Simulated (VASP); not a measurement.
# Sr2ReNiN6 (I4/m) in VASP: settings compared

Sr2ReNiN6 is run at these levels: PBE, LDA; tasks: single point.

Everything below comes from runs of VASP 6.6.1. Logs are shortened: lines on timing, memory, paths and dates and some standing lists are left out, and cuts for length are marked.

### 1 The cell of the first run

Symmetry: I4/m, No. 87, tetragonal system. Conventional cell: a = 5.652 Å, b = 5.652 Å, c = 8.071 Å, α = 90.00°, β = 90.00°, γ = 90.00°. Within 2.6 Å of Re (site symmetry 4/m) lie 6 N at 1.96 Å. Ni (site symmetry 4/m) has 6 N at 2.07 to 2.08 Å within 2.7 Å. Within 2.8 Å of N (site symmetry m) lie 1 Re at 1.96 Å and 1 Ni at 2.07 Å and 2 Sr at 2.68 Å and 4 N at 2.77 Å. N (site symmetry 4) has 1 Re at 1.96 Å and 1 Ni at 2.08 Å within 2.6 Å. Within 3.5 Å of Sr (site symmetry -4) lie 12 N at 2.68 to 3.01 Å and 4 Re at 3.47 Å and 4 Ni at 3.47 Å.

### 2 Single point, PBE

INCAR

```
SYSTEM = Sr2ReNiN6
PREC = Accurate ; ENCUT = 520
EDIFF = 1E-6 ; ISMEAR = 0
SIGMA = 0.02 ; LREAL = .False.
LASPH = .True. ; NELM = 60
ALGO = Normal ; ISIF = 2
LWAVE = .False. ; LCHARG = .True.
GGA = PE ; LELF = .True.
LVHAR = .True. ; NELECT = 69.0
NBANDS = 44
```

KPOINTS

```
Automatic mesh
0
Gamma
  5 5 5
  0 0 0
```

POSCAR

```
Sr2ReNiN6
1.0
    0.0000000000      5.6524900000      0.0000000000
    5.6524900000      0.0000000000      0.0000000000
    2.8262450000      2.8262450000     -4.0355490000
Re Ni N Sr
1 1 6 2
Direct
    0.5000000000      0.5000000000      0.0000000000
    0.0000000000      0.0000000000      0.0000000000
    0.2277000000      0.2861000000      0.0000000000
    0.2861000000      0.7723000000      0.0000000000
    0.7723000000      0.7139000000      0.0000000000
    0.7139000000      0.2277000000      0.0000000000
    0.2571000000      0.2571000000      0.4858000000
    0.7429000000      0.7429000000      0.5142000000
    0.7500000000      0.2500000000      0.5000000000
    0.2500000000      0.7500000000      0.5000000000
```

Potentials or basis: VASP PAW PBE potentials, release 64 (Re, Ni, N, Sr_sv).

Command:

```
> cat potpaw_PBE.64/Re/POTCAR potpaw_PBE.64/Ni/POTCAR potpaw_PBE.64/N/POTCAR potpaw_PBE.64/Sr_sv/POTCAR > POTCAR
> mpirun -np 1 vasp_std > vasp.out
```

OUTCAR:

```text
SYSTEM = Sr2ReNiN6
   PREC = Accurate
   ENCUT = 520
   EDIFF = 1E-6
   ISMEAR = 0
   LREAL = .False.
   LASPH = .True.
   NELM = 60
   ISIF = 2
   GGA = PE
   NELECT = 69.0

 ion  position               nearest neighbor table
   1  0.500  0.500  0.000-   3 1.96   4 1.96   5 1.96   6 1.96   7 1.96   8 1.96  10 3.47   9 3.47
                             9 3.47  10 3.47   9 3.47  10 3.47  10 3.47   9 3.47
   2  0.000  0.000  0.000-   3 2.07   4 2.07   5 2.07   6 2.07   8 2.08   7 2.08   9 3.47   9 3.47
                            10 3.47  10 3.47   9 3.47  10 3.47   9 3.47  10 3.47
   3  0.228  0.286  0.000-   1 1.96   2 2.07   9 2.68  10 2.68   9 3.01  10 3.01
   4  0.286  0.772  0.000-   1 1.96   2 2.07  10 2.68   9 2.68  10 3.01   9 3.01
   5  0.772  0.714  0.000-   1 1.96   2 2.07   9 2.68  10 2.68   9 3.01  10 3.01
   6  0.714  0.228  0.000-   1 1.96   2 2.07  10 2.68   9 2.68  10 3.01   9 3.01
   7  0.257  0.257  0.486-   1 1.96   2 2.08   9 2.83  10 2.83  10 2.83   9 2.83
   8  0.743  0.743  0.514-   1 1.96   2 2.08  10 2.83   9 2.83  10 2.83   9 2.83
   9  0.750  0.250  0.500-   4 2.68   6 2.68   3 2.68   5 2.68   8 2.83   7 2.83   7 2.83   8 2.83
                             6 3.01   5 3.01   4 3.01   3 3.01   1 3.47   2 3.47   1 3.47   1 3.47
  10  0.250  0.750  0.500-   3 2.68   5 2.68   4 2.68   6 2.68   8 2.83   7 2.83   7 2.83   8 2.83
                             3 3.01   5 3.01   4 3.01   6 3.01   1 3.47   2 3.47   2 3.47   1 3.47

  LATTYP: Found a body centered tetragonal cell.
 ALAT       =     5.6524900000
 C/A-ratio  =     1.4278836407

  Lattice vectors:

 A1 = (  -2.8262450000,   2.8262450000,   4.0355490000)
 A2 = (   2.8262450000,  -2.8262450000,   4.0355490000)
 A3 = (   2.8262450000,   2.8262450000,  -4.0355490000)

Analysis of symmetry for initial positions (statically):
=====================================================================
 Subroutine PRICEL returns:
 Original cell was already a primitive cell.

 Routine SETGRP: Setting up the symmetry group for a
 body centered tetragonal supercell.

 Subroutine GETGRP returns: Found  8 space group operations
 (whereof  8 operations were pure point group operations)
 out of a pool of 16 trial point group operations.

The static configuration has the point symmetry C_4h.

Analysis of symmetry for dynamics (positions and initial velocities):
=====================================================================
 Subroutine PRICEL returns:
 Original cell was already a primitive cell.

 Routine SETGRP: Setting up the symmetry group for a
 body centered tetragonal supercell.

 Subroutine GETGRP returns: Found  8 space group operations
[... 128 lines left out ...]
   EMIN   =  10.00;   EMAX   =-10.00  energy-range for DOS
   EFERMI =   0.00;   METHOD = LEGACY
   ISMEAR =     0;   SIGMA  =   0.02  broadening in eV -4-tet -1-fermi 0-gaus
   EFERMI_NEDOS =   21; number of points for ismear=-14 and -15
   IALGO  =     38    algorithm
   IMIX   =      4    mixing-type and parameters
     AMIX     =   0.40;   BMIX     =  1.00
     AMIX_MAG =   1.60;   BMIX_MAG =  1.00
  volume/ion in A,a.u.               =      12.89        87.01
  Fermi-wavevector in a.u.,A,eV,Ry     =   1.329119  2.511670 24.035462  1.766557
  Thomas-Fermi vector in A             =   2.458305
   LORBIT       =      0    0 simple, 1 ext, 2 COOP (PROOUT), +10 PAW based schemes
   GGA     = PE    functional components
   LHFCALC =     F    Hartree Fock is set to
   AEXX    =    0.0000 exact exchange contribution
   IVDW    =     0    specifies the selected vdW correction
   LEPSILON=     F    determine dielectric tensor
   LRPA    =     F    only Hartree local field effects (RPA)
 non-spin polarized calculation
 Gauss-broadening in eV      SIGMA  =   0.02
  energy-cutoff  :      520.00
  volume of cell :      128.94
 maximum number of plane-waves:      3507
 NGX is ok and might be reduce to    42
   NGX = 21   NGY = 21   NGZ = 21

 number of electron      68.9999981 magnetization

 Free energy of the ion-electron system (eV)
  ---------------------------------------------------
  ext. energy  EPLUGINS =         0.00000000
  ---------------------------------------------------
  free energy    TOTEN  =       -59.70863838 eV

  energy without entropy =      -59.70800837  energy(sigma->0) =      -59.70832338

 E-fermi :   4.6481     XC(G=0): -11.3430

 val. band max:        4.6336661232   @ k =   0.2000   0.2000  -0.0000
 cond. band min:       4.6816513268   @ k =  -0.2000  -0.4000   0.2000
 fundamental gap:      0.0479852036
 Fermi energy:         4.6480702165

 k-point     1 :       0.0000    0.0000    0.0000
  band No.  band energies     occupation
      1     -29.8169      2.00000
      2     -29.7736      2.00000
      3     -12.0833      2.00000
      4     -12.0520      2.00000
      5     -12.0520      2.00000
      6     -11.8495      2.00000
[... 976 lines left out ...]
     43      10.7354      0.00000
     44      11.2155      0.00000

------------------------ aborting loop because EDIFF is reached ----------------------------------------

  FORCE on cell =-STRESS in cart. coord.  units (eV):
  Direction    XX          YY          ZZ          XY          YZ          ZX
  --------------------------------------------------------------------------------------
  -------------------------------------------------------------------------------------
  Total       13.0206941     13.0206941     12.6952151      0.0000009     -0.0000000     -0.0000000
  in kB      161.7940283    161.7940283    157.7496540      0.0000108     -0.0000000     -0.0000000
  external PRESSURE =     160.4459036 kB  Pullay stress =       0.0000000 kB

 VOLUME and BASIS-vectors are now :
 -----------------------------------------------------------------------------
  energy-cutoff  :      520.00
  volume of cell :      128.94
      direct lattice vectors                 reciprocal lattice vectors
     0.000000000  5.652490000  0.000000000     0.000000000  0.176913183  0.123898880
     5.652490000  0.000000000  0.000000000     0.176913183  0.000000000  0.123898880
     2.826245000  2.826245000 -4.035549000     0.000000000  0.000000000 -0.247797759

 POSITION                                       TOTAL-FORCE (eV/Angst)
 -----------------------------------------------------------------------------------
      2.82625      2.82625      0.00000         0.000000      0.000000      0.000000
      0.00000      0.00000      0.00000         0.000000      0.000000      0.000000
      1.61718      1.28707      0.00000        -0.735089     -0.997073      0.000000
      4.36542      1.61718      0.00000         0.997073     -0.735089     -0.000000
      4.03531      4.36542      0.00000         0.735089      0.997073      0.000000
      1.28707      4.03531      0.00000        -0.997073      0.735089     -0.000000
      2.82625      2.82625     -1.96047         0.000000      0.000000     -1.392493
      5.65249      5.65249     -2.07508         0.000000      0.000000      1.392493
      2.82625      5.65249     -2.01777         0.000000      0.000000     -0.000000
      5.65249      2.82625     -2.01777         0.000000      0.000000      0.000000
 -----------------------------------------------------------------------------------
    total drift:                                0.000000      0.000000     -0.000000

  FREE ENERGIE OF THE ION-ELECTRON SYSTEM (eV)
  ---------------------------------------------------
  free  energy   TOTEN  =       -59.7086383807 eV

  energy  without entropy=      -59.7080083735  energy(sigma->0) =      -59.70832338
```

OSZICAR:

```text
N       E                     dE             d eps       ncg     rms          rms(c)
DAV:   1     0.552057510897E+03    0.55206E+03   -0.33617E+04  2788   0.165E+03
DAV:   2    -0.116742308927E+02   -0.56373E+03   -0.53216E+03  2928   0.461E+02
[... 23 lines left out ...]
DAV:  26    -0.597086488956E+02    0.89923E-05   -0.49828E-05  3096   0.816E-02    0.595E-02
DAV:  27    -0.597086568936E+02   -0.79980E-05   -0.99414E-05  2344   0.140E-01    0.534E-02
DAV:  28    -0.597086460270E+02    0.10867E-04   -0.10990E-05  2464   0.406E-02    0.334E-02
DAV:  29    -0.597086413142E+02    0.47128E-05   -0.17382E-06  1288   0.263E-02    0.206E-02
DAV:  30    -0.597086383087E+02    0.30054E-05   -0.74107E-06  2240   0.377E-02    0.515E-03
DAV:  31    -0.597086383807E+02   -0.71997E-07   -0.12766E-06  1228   0.144E-02
   1 F= -.59708638E+02 E0= -.59708323E+02  d E =-.630007E-03
```

stdout:

```text
POSCAR found type information on POSCAR ReNiN Sr
 POSCAR found :  4 types and      10 ions
 scaLAPACK will be used
 LDA part: xc-table for (Slater+PW92), standard interpolation
 POSCAR, INCAR and KPOINTS ok, starting setup
 FFT: planning ... GRIDC
 FFT: planning ... GRID_SOFT
 FFT: planning ... GRID
 WAVECAR not read
 entering main loop
 the old and the new charge density differ
 old charge density:    67.00000 new   69.00000
    0.779E+01
```

Run time: 11 min. Hardware: 1 thread of Intel Xeon 8259CL, shared host; peak memory 0.31 GiB.

Results:

```
Free energy   : -59.7086 eV
Largest force : 1.392 eV/Å
```

Forces in eV/Å, atoms in the order of the input:
```
Re   0.000  0.000  0.000
Ni   0.000  0.000  0.000
N   -0.735 -0.997  0.000
N    0.997 -0.735  0.000
N    0.735  0.997  0.000
N   -0.997  0.735  0.000
N    0.000  0.000 -1.392
N    0.000  0.000  1.392
Sr   0.000  0.000  0.000
Sr   0.000  0.000  0.000
```

Caveat: the cell carries a net charge on a neutralising background, which shifts energy and pressure; the cell is charged against a uniform background, so pressure and absolute levels hang on convention; spin-orbit coupling is left out, which moves the levels of the heavy elements; the run has no spin polarisation, though such a crystal can be magnetic; forces of over 1 eV/Å act on the atoms, so gaps and moduli don't describe the material at rest. Spin polarisation is off, so any magnetic state and its effect on volume and gap are missing.

(Part 1 of 2 ends here.)
